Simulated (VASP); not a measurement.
# WS3 in VASP: further runs

The runs below take WS3 through single point, with PBE+D3(BJ).

Program: VASP 6.6.1. These are calculated values, not measurements. Logs are shortened: lines on timing, memory, paths and dates and some standing lists are left out, and cuts for length are marked.

## 1. The cell of the first run

The cell holds a slab with vacuum, 4 atoms: a = 3.160 Å, b = 3.160 Å, c = 18.652 Å, α = 90.00°, β = 90.00°, γ = 120.00°.

## 2. Single point, PBE+D3(BJ), collinear spin

File INCAR:

```
SYSTEM = WS3
PREC     = Accurate       ! precision mode
ENCUT    = 520            ! plane-wave cutoff, eV
EDIFF    = 1E-6           ! SCF threshold, eV
ISMEAR   = 0              ! smearing method
SIGMA    = 0.05           ! smearing width, eV
LREAL    = .FALSE.        ! projectors in reciprocal space
LASPH    = .TRUE.         ! aspherical terms in the spheres
NELM     = 150            ! most SCF steps
ALGO     = Normal         ! electronic algorithm
ISIF     = 2              ! what is computed and relaxed
LWAVE    = .FALSE.        ! write WAVECAR
LCHARG   = .TRUE.         ! write CHGCAR
ISPIN    = 2              ! spin polarisation
MAGMOM   = 0 0 2 0        ! initial moments
LORBIT   = 11             ! projections on sites
LMAXMIX  = 4              ! l up to which the mixer works
LDIPOL   = .TRUE.       
IDIPOL   = 3            
DIPOL    = 0.5 0.5 0.346
GGA      = PE             ! functional
IVDW     = 12             ! dispersion correction
LELF     = .TRUE.         ! ELF
LVHAR    = .TRUE.       
LVACPOTAV= .TRUE.       
NBANDS   = 28             ! bands
```

File KPOINTS:

```
Automatic mesh
0
G
  9 9 1
  0 0 0
```

File POSCAR:

```
WS3
1.0
    3.1595456682      0.0000000000      0.0000000000
   -1.5797728341      2.7362468131      0.0000000000
    0.0000000000      0.0000000000     18.6521287165
S W
3 1
Direct
    0.3333333333      0.6666666667      0.2144527341
    0.3333333333      0.6666666667      0.3834483895
    0.3333333333      0.6666666667      0.4856162567
    0.6666666667      0.3333333333      0.2989505578
```

Potentials or basis: VASP PAW PBE potentials, release 64 (S, W_sv).

Launch:

```
$ cat potpaw_PBE.64/S/POTCAR potpaw_PBE.64/W_sv/POTCAR > POTCAR
$ mpirun -np 1 vasp_std > vasp.out
```

OUTCAR:

```text
SYSTEM = WS3
   PREC = Accurate
   ENCUT = 520
   EDIFF = 1E-6
   ISMEAR = 0
   LREAL = .FALSE.
   LASPH = .TRUE.
   NELM = 150
   ISIF = 2
   ISPIN = 2
   LORBIT = 11
   GGA = PE
   IVDW = 12
 IVDW          = 12

 ion  position               nearest neighbor table
   1  0.333  0.667  0.214-   4 2.41   4 2.41   4 2.41
   2  0.333  0.667  0.383-   3 1.91   4 2.41   4 2.41   4 2.41
   3  0.333  0.667  0.486-   2 1.91
   4  0.667  0.333  0.299-   1 2.41   1 2.41   1 2.41   2 2.41   2 2.41   2 2.41

  LATTYP: Found a hexagonal cell.
 ALAT       =     3.1595456682
 C/A-ratio  =     5.9034211482

  Lattice vectors:

 A1 = (   3.1595456682,   0.0000000000,   0.0000000000)
 A2 = (  -1.5797728341,   2.7362468131,   0.0000000000)
 A3 = (   0.0000000000,   0.0000000000,  18.6521287165)

Analysis of symmetry for initial positions (statically):
=====================================================================
 Subroutine PRICEL returns:
 Original cell was already a primitive cell.

 Routine SETGRP: Setting up the symmetry group for a
 hexagonal supercell.

 Subroutine GETGRP returns: Found  6 space group operations
 (whereof  6 operations were pure point group operations)
 out of a pool of 24 trial point group operations.

The static configuration has the point symmetry C_3v.

Analysis of symmetry for dynamics (positions and initial velocities):
=====================================================================
 Subroutine PRICEL returns:
 Original cell was already a primitive cell.

 Routine SETGRP: Setting up the symmetry group for a
 hexagonal supercell.

 Subroutine GETGRP returns: Found  6 space group operations
 (whereof  6 operations were pure point group operations)
 out of a pool of 24 trial point group operations.

The dynamic configuration has the point symmetry C_3v.

Analysis of structural, dynamic, and magnetic symmetry:
=====================================================================
 Subroutine PRICEL returns:
 Original cell was already a primitive cell.

 Routine SETGRP: Setting up the symmetry group for a
 hexagonal supercell.

 Subroutine GETGRP returns: Found  6 space group operations
 (whereof  6 operations were pure point group operations)
 out of a pool of 24 trial point group operations.

The overall configuration has the point symmetry C_3v.

 Subroutine INISYM returns: Found  6 space group operations
 (whereof  6 operations are pure point group operations),
 and found     1 'primitive' translations

----------------------------------------------------------------------------------------

                                     Primitive cell

  volume of cell :     161.2532

  direct lattice vectors                    reciprocal lattice vectors
     3.159545668  0.000000000  0.000000000     0.316501201  0.182732054  0.000000000
    -1.579772834  2.736246813  0.000000000     0.000000000  0.365464108  0.000000000
     0.000000000  0.000000000 18.652128716     0.000000000  0.000000000  0.053613184

  length of vectors
     3.159545668  3.159545668 18.652128716     0.365464108  0.365464108  0.053613184

  position of ions in fractional coordinates (direct lattice)
     0.333333333  0.666666667  0.214452734
     0.333333333  0.666666667  0.383448390
     0.333333333  0.666666667  0.485616257
     0.666666667  0.333333333  0.298950558

  ion indices of the primitive-cell ions
   primitive index   ion index
                 1           1
                 2           2
                 3           3
                 4           4

----------------------------------------------------------------------------------------

 KPOINTS: Automatic mesh

Automatic generation of k-mesh.
 Grid dimensions read from file:
 generate k-points for:    9    9    1

 Generating k-lattice:

  Cartesian coordinates                     Fractional coordinates (reciprocal lattice)
     0.035166800  0.020303562  0.000000000     0.111111111  0.000000000  0.000000000
     0.000000000  0.040607123  0.000000000     0.000000000  0.111111111  0.000000000
     0.000000000  0.000000000  0.053613184     0.000000000  0.000000000  1.000000000

  Length of vectors
     0.040607123  0.040607123  0.053613184

  Shift w.r.t. Gamma in fractional coordinates (k-lattice)
     0.000000000  0.000000000  0.000000000

 Subroutine IBZKPT returns following result:
 ===========================================

 Found     12 irreducible k-points:

 Following reciprocal coordinates:
            Coordinates               Weight
  0.000000  0.000000  0.000000      1.000000
  0.111111  0.000000  0.000000      6.000000
  0.222222 -0.000000  0.000000      6.000000
  0.333333  0.000000  0.000000      6.000000
  0.444444 -0.000000  0.000000      6.000000
  0.111111  0.111111  0.000000      6.000000
  0.222222  0.111111  0.000000     12.000000
  0.333333  0.111111  0.000000     12.000000
  0.444444  0.111111  0.000000      6.000000
  0.222222  0.222222  0.000000      6.000000
  0.333333  0.222222  0.000000     12.000000
  0.333333  0.333333  0.000000      2.000000
   k-points           NKPTS =     12   k-points in BZ     NKDIM =     12   number of bands    NBANDS=     28
   number of dos      NEDOS =    301   number of ions     NIONS =      4
   total plane-waves  NPLWV =  80640
   dimension x,y,z NGX =    24 NGY =   24 NGZ =  140
   dimension x,y,z NGXF=    48 NGYF=   48 NGZF=  280
   ions per type =               3   1
   NGX,Y,Z   is equivalent  to a cutoff of  12.63, 12.63, 12.48 a.u.
   NGXF,Y,Z  is equivalent  to a cutoff of  25.26, 25.26, 24.96 a.u.
 SYSTEM =  WS3
   PREC   = accura    normal or accurate (medium, high low for compatibility)
   ISTART =      0    job   : 0-new  1-cont  2-samecut
   ICHARG =      2    charge: 1-file 2-atom 10-const
   ISPIN  =      2    spin polarized calculation?
   LNONCOLLINEAR =      F non collinear calculations
   LSORBIT =      F    spin-orbit coupling
   LASPH  =      T    aspherical Exc in radial PAW
   ENCUT  =  520.0 eV  38.22 Ry    6.18 a.u.   5.87  5.87 34.68*2*pi/ulx,y,z
   NELM   =    150;   NELMIN=  2; NELMDL= -5     # of ELM steps
   EDIFF  = 0.1E-05   stopping-criterion for ELM
   LREAL  =      F    real-space projection
   EDIFFG = 0.1E-04   stopping-criterion for IOM
   NSW    =      0    number of steps for IOM
   IBRION =     -1    ionic relax: 0-MD 1-quasi-New 2-CG
   NFREE  =      0    steps in history (QN), initial steepest desc. (CG)
   ISIF   =      2    stress and relaxation
   ISYM   =      2    0-nonsym 1-usesym 2-fastsym
   POTIM  = 0.5000    time-step for ionic-motion
   TEBEG  =    0.0;   TEEND  =   0.0 temperature during run
   PSTRESS=    0.0 pullay stress
   NELECT =      32.0000    total number of electrons
   NUPDOWN=      -1.0000    fix difference up-down
   EMIN   =  10.00;   EMAX   =-10.00  energy-range for DOS
   EFERMI =   0.00;   METHOD = LEGACY
   ISMEAR =     0;   SIGMA  =   0.05  broadening in eV -4-tet -1-fermi 0-gaus
   EFERMI_NEDOS =   21; number of points for ismear=-14 and -15
   IALGO  =     38    algorithm
   IMIX   =      4    mixing-type and parameters
     AMIX     =   0.40;   BMIX     =  1.00
     AMIX_MAG =   1.60;   BMIX_MAG =  1.00
  volume/ion in A,a.u.               =      40.31       272.05
  Fermi-wavevector in a.u.,A,eV,Ry     =   0.954894  1.804489 12.406112  0.911823
  Thomas-Fermi vector in A             =   2.083683
   LORBIT       =     11    0 simple, 1 ext, 2 COOP (PROOUT), +10 PAW based schemes
   GGA     = PE    functional components
   LHFCALC =     F    Hartree Fock is set to
   AEXX    =    0.0000 exact exchange contribution
   IVDW    =    12    specifies the selected vdW correction
   LEPSILON=     F    determine dielectric tensor
   LRPA    =     F    only Hartree local field effects (RPA)
 spin polarized calculation
 Gauss-broadening in eV      SIGMA  =   0.05
  energy-cutoff  :      520.00
  volume of cell :      161.25
 maximum number of plane-waves:      4372
 NGX is ok and might be reduce to    24
   NGX = 11   NGY = 11   NGZ = 69

 dipolmoment           0.000000      0.000000      0.077677 electrons x Angstroem

 number of electron      31.9999997 magnetization      -0.0000030

 number of electron      31.9999997 magnetization       0.0000116

 dipolmoment           0.000000      0.000000     -0.005359 electrons x Angstroem

 Free energy of the ion-electron system (eV)
  ---------------------------------------------------
  ext. energy  EPLUGINS =         0.00000000
  ---------------------------------------------------
  free energy    TOTEN  =       -25.95808389 eV

  energy without entropy =      -25.95808389  energy(sigma->0) =      -25.95808389

 E-fermi :   0.8966     XC(G=0):  -5.1777

 val. band max:        0.6206958417   @ k =   0.0000   0.0000   0.0000
 cond. band min:       1.2416324402   @ k =   0.2222   0.2222   0.0000
 fundamental gap:      0.6209365985
 Fermi energy:         0.8965944125

 spin component 1

 k-point     1 :       0.0000    0.0000    0.0000
  band No.  band energies     occupation
      1     -74.1132      1.00000
      2     -38.4337      1.00000
      3     -38.2169      1.00000
      4     -38.2169      1.00000
      5     -16.9853      1.00000
      6     -14.4411      1.00000
[... 20 lines left out ...]
     27       8.2234      0.00000
     28       9.6109      0.00000

 k-point     2 :       0.1111    0.0000    0.0000
  band No.  band energies     occupation
      1     -74.1109      1.00000
      2     -38.4257      1.00000
      3     -38.2608      1.00000
      4     -38.2270      1.00000
      5     -16.8463      1.00000
      6     -14.2855      1.00000
[... 302 lines left out ...]
 k-point    12 :       0.3333    0.3333    0.0000
  band No.  band energies     occupation
      1     -74.0919      1.00000
      2     -38.4903      1.00000
      3     -38.4532      1.00000
      4     -38.3565      1.00000
      5     -15.4320      1.00000
      6     -12.5790      1.00000
[... 20 lines left out ...]
     27      10.5616      0.00000
     28      10.9078      0.00000
 Fermi energy:         0.8965944125

 spin component 2

 k-point     1 :       0.0000    0.0000    0.0000
  band No.  band energies     occupation
      1     -74.1132      1.00000
      2     -38.4337      1.00000
      3     -38.2169      1.00000
      4     -38.2169      1.00000
      5     -16.9853      1.00000
      6     -14.4411      1.00000
[... 20 lines left out ...]
     27       8.2096      0.00000
     28       9.6109      0.00000

 k-point     2 :       0.1111    0.0000    0.0000
  band No.  band energies     occupation
      1     -74.1109      1.00000
      2     -38.4257      1.00000
      3     -38.2607      1.00000
      4     -38.2270      1.00000
      5     -16.8463      1.00000
      6     -14.2855      1.00000
[... 302 lines left out ...]
 k-point    12 :       0.3333    0.3333    0.0000
  band No.  band energies     occupation
      1     -74.0919      1.00000
      2     -38.4903      1.00000
      3     -38.4532      1.00000
      4     -38.3565      1.00000
      5     -15.4320      1.00000
      6     -12.5790      1.00000
[... 20 lines left out ...]
     27      10.5613      0.00000
     28      10.8932      0.00000

------------------------ aborting loop because EDIFF is reached ----------------------------------------

 Edisp (eV)   -1.38065

 E8    (eV) :    -0.5976

  FORCE on cell =-STRESS in cart. coord.  units (eV):
  Direction    XX          YY          ZZ          XY          YZ          ZX
  --------------------------------------------------------------------------------------
  -------------------------------------------------------------------------------------
  Total       3.07337     3.07337    -1.03552     0.00000     0.00000     0.00000
  in kB      30.53635    30.53635   -10.28869     0.00000     0.00000     0.00000
  external pressure =       16.93 kB  Pullay stress =        0.00 kB

 VOLUME and BASIS-vectors are now :
 -----------------------------------------------------------------------------
  energy-cutoff  :      520.00
  volume of cell :      161.25
      direct lattice vectors                 reciprocal lattice vectors
     3.159545668  0.000000000  0.000000000     0.316501201  0.182732054  0.000000000
    -1.579772834  2.736246813  0.000000000     0.000000000  0.365464108  0.000000000
     0.000000000  0.000000000 18.652128716     0.000000000  0.000000000  0.053613184

 POSITION                                       TOTAL-FORCE (eV/Angst)
 -----------------------------------------------------------------------------------
     -0.00000      1.82416      4.00000        -0.000000     -0.000000      0.269118
     -0.00000      1.82416      7.15213        -0.000000      0.000000      0.045336
     -0.00000      1.82416      9.05778         0.000000      0.000000     -0.181125
      1.57977      0.91208      5.57606         0.000000     -0.000000     -0.133329
 -----------------------------------------------------------------------------------
    total drift:                                0.000000      0.000000     -0.000197

  FREE ENERGIE OF THE ION-ELECTRON SYSTEM (eV)
  ---------------------------------------------------
  free  energy   TOTEN  =       -27.3387296575 eV

  energy  without entropy=      -27.3387296575  energy(sigma->0) =      -27.33872966

 vacuum level on the upper side and lower side of the slab         5.176         5.287

 total charge

# of ion       s       p       d       tot
------------------------------------------
    1        1.358   2.360   0.000   3.718
    2        1.302   2.398   0.000   3.700
    3        1.379   2.310   0.000   3.689
    4        2.308   6.314   3.468  12.090
--------------------------------------------------
tot          6.347  13.382   3.468  23.197

 magnetization (x)

# of ion       s       p       d       tot
------------------------------------------
    1        0.000   0.000   0.000   0.000
    2        0.000   0.000   0.000   0.000
    3       -0.000  -0.000   0.000  -0.000
    4       -0.000  -0.000   0.000   0.000
--------------------------------------------------
tot         -0.000  -0.000   0.000  -0.000
```

It took 5.2 min on 1 thread of Intel Xeon 8259CL, shared host; peak memory 0.38 GiB.

What came out:

```yaml
Free_energy: -27.3387 eV
Largest_force: 0.269 eV/Å
Band_gap_on_the_k_mesh: 0.62 eV (least direct gap 1.05 eV)
Net_moment: 0.00 μB per cell
Valence_electrons_inside_the_program's_atomic_spheres: S 3.72, 3.70, 3.69; W 12.09
Dispersion_energy_per_atom: -0.345 eV
```

Forces on the atoms (eV/Å):
```
S    0.000  0.000  0.269
S    0.000  0.000  0.045
S    0.000  0.000 -0.181
W    0.000  0.000 -0.133
```

Caveat: spin-orbit coupling is left out, which moves the levels of the heavy elements.

## 3. Single point, PBE+D3(BJ), collinear spin

File INCAR:

```
SYSTEM = WS3
ALGO = Normal
DIPOL = 0.5 0.5 0.362
EDIFF = 1E-7
ENCUT = 520
GGA = PE
IDIPOL = 3
ISIF = 2
ISMEAR = 0
ISPIN = 2
IVDW = 12
LASPH = .True.
LCHARG = .False.
LDIPOL = .True.
LMAXMIX = 4
LORBIT = 11
LREAL = .False.
LWAVE = .False.
MAGMOM = 0 0 2 0
NBANDS = 28
NELM = 150
PREC = Accurate
SIGMA = 0.05
```

File KPOINTS:

```
k-points
0
Gamma
  9 9 1
  0 0 0
```

Changes to POSCAR since step 2:

```diff
@@ -10,3 +10,3 @@
     0.3333333333      0.6666666667      0.3834483895
-    0.3333333333      0.6666666667      0.4856162567
+    0.6666666667      1.3333333333      0.5499230162
     0.6666666667      0.3333333333      0.2989505578
```

Potentials or basis: VASP PAW PBE potentials, release 64 (S, W_sv).

Launch:

```
$ cat potpaw_PBE.64/S/POTCAR potpaw_PBE.64/W_sv/POTCAR > POTCAR
$ mpirun -np 1 vasp_std > vasp.out
```

Run time: 7.3 min. Hardware: 1 thread of Intel Xeon 8259CL, shared host; peak memory 0.38 GiB.

It converged, with:

- Free energy: -27.0225 eV
- Largest force: 0.077 eV/Å
- Net moment: 0.69 μB per cell
- Site moments: S -0.00, +0.01, +0.40; W +0.02 μB
- Valence electrons inside the program's atomic spheres: S 3.73, 3.71, 3.43; W 12.03
- Dispersion energy per atom: -0.307 eV

Forces on the atoms (eV/Å):
```
S    0.000  0.000  0.013
S    0.000  0.000 -0.077
S    0.000  0.000  0.003
W    0.000  0.000  0.061
```

Levels at points of the mesh, in eV from the Fermi level:
Spin up:
```tsv
k point	band 14	band 15	band 16	band 17	band 18	band 19
(0.00, 0.00, 0.00)	-1.51	0.03	1.57	1.57	2.90	2.90
```
Spin down:
```
           k point  band 14  band 15  band 16  band 17  band 18  band 19
(0.00, 0.00, 0.00)    -1.12     0.16     2.10     2.10     2.91     2.91
```

Caveat: a moment this small can come from the mesh or the smearing; spin-orbit coupling is left out, which moves the levels of the heavy elements.

## 4. Single point, PBE+D3(BJ), collinear spin

File INCAR:

```
SYSTEM = WS3
PREC = Accurate
ENCUT = 520
EDIFF = 1E-7
ISMEAR = 0
SIGMA = 0.05
LREAL = .False.
LASPH = .True.
NELM = 150
ALGO = Normal
ISIF = 2
LWAVE = .False.
LCHARG = .False.
ISPIN = 2
MAGMOM = 0 0 2 0
LORBIT = 11
LMAXMIX = 4
LDIPOL = .True.
IDIPOL = 3
DIPOL = 0.5 0.5 0.359
GGA = PE
IVDW = 12
NBANDS = 28
```

File KPOINTS:

```
regular mesh
0
Gamma
  9 9 1
  0 0 0
```

Changes to POSCAR since step 3:

```diff
@@ -10,3 +10,3 @@
     0.3333333333      0.6666666667      0.3834483895
-    0.6666666667      1.3333333333      0.5499230162
+    1.0000000000      1.0000000000      0.5381101576
     0.6666666667      0.3333333333      0.2989505578
```

Launch:

```
$ cat potpaw_PBE.64/S/POTCAR potpaw_PBE.64/W_sv/POTCAR > POTCAR
$ mpirun -np 1 vasp_std > vasp.out
```

Wall time 6.2 min (1 thread of Intel Xeon 8259CL, shared host); peak memory 0.38 GiB.

It converged, with:

```
Free energy                                           : -27.0425 eV
Largest force                                         : 0.117 eV/Å
Net moment                                            : 0.72 μB per cell
Site moments                                          : S +0.00, +0.02, +0.40; W +0.05 μB
Valence electrons inside the program's atomic spheres : S 3.72, 3.71, 3.44; W 12.03
Dispersion energy per atom                            : -0.314 eV
```

Forces on the atoms (eV/Å):
```
S    0.000  0.000 -0.032
S    0.000  0.000 -0.088
S    0.000  0.000  0.003
W    0.000  0.000  0.117
```

Levels at points of the mesh, in eV from the Fermi level:
Spin up:
| k point | band 13 | band 14 | band 15 | band 16 | band 17 | band 18 | band 19 | band 20 |
| --- | --- | --- | --- | --- | --- | --- | --- | --- |
| (0.00, 0.00, 0.00) | -1.76 | -1.46 | 0.01 | 1.54 | 1.54 | 2.75 | 2.75 | 2.89 |
Spin down:
| k point | band 14 | band 15 | band 16 | band 17 | band 18 | band 19 |
| --- | --- | --- | --- | --- | --- | --- |
| (0.00, 0.00, 0.00) | -1.12 | 0.21 | 2.07 | 2.07 | 2.77 | 2.77 |

Caveat: a moment this small can come from the mesh or the smearing; spin-orbit coupling is left out, which moves the levels of the heavy elements.

## 5. Summary

```tsv
cell	gap on the mesh (eV)	moment (μB)	largest force (eV/Å)
as given, atomic positions A	0.62	0.00	0.27
as given, atomic positions B	none	0.69	0.08
as given, atomic positions C	none	0.72	0.12
```

Alike in all rows: task single point; level PBE+D3(BJ); potentials or basis VASP PAW PBE potentials, release 64 (S, W_sv); spin collinear; k mesh 9 × 9 × 1; cutoff (eV) 520; smearing gaussian 0.05 eV.

Caveats: spin-orbit coupling is left out, which moves the levels of the heavy elements; a moment this small can come from the mesh or the smearing (at least some runs).

Absolute energies hang on the potentials; compare differences alone.

The gap in the log of VASP goes by the Fermi energy; the results here count the filled bands.